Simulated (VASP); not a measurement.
Wanted: the native input for a VASP 6.6.1 run.

* Task: single point
* Functional: PBE
* Potentials or basis: VASP PAW PBE potentials, release 64 (K_sv, Cl)
* Cutoff: 520 eV
* k mesh: 7 × 7 × 7
* Occupations: fermi-dirac, width 0.03 eV
* Spin: no spin polarisation
* Dipole correction: no
* Further INCAR settings: ALGO = Normal; EDIFF = 1e-06; NBANDS = 15

The structure of KCl lies in POSCAR:

```
KCl
1.0
    0.0000000000      3.1770019336      3.1770019336
    3.1770019336      0.0000000000      3.1770019336
    3.1770019336      3.1770019336      0.0000000000
K Cl
1 1
Direct
    0.0000000000      0.0000000000      0.0000000000
    0.5000000000      0.5000000000      0.5000000000
```

This cell differs from its parent crystal: volume scaled by 1.02.

One way to write it, as run:

INCAR

```
ALGO = Normal ; EDIFF = 1E-6
ENCUT = 520 ; GGA = PE
ISIF = 2 ; ISMEAR = -1
LASPH = True ; LCHARG = False
LREAL = False ; LWAVE = False
NBANDS = 15 ; NELM = 60
PREC = Accurate ; SIGMA = 0.03
```

KPOINTS

```
k-points
0
Gamma
  7 7 7
```

Potentials or basis: VASP PAW PBE potentials, release 64 (K_sv, Cl).

The run is started by

```bash
$ cat potpaw_PBE.64/K_sv/POTCAR potpaw_PBE.64/Cl/POTCAR > POTCAR
$ mpirun -np 1 vasp_std > vasp.out
```

It gave:

```json
{
 "Pressure": "0.2 GPa",
 "Band gap on the k mesh": "5.09 eV, direct"
}
```

It took 14 s on 1 thread of AMD EPYC 9R45 (Zen 5), on a shared host, peak memory 0.17 GiB.
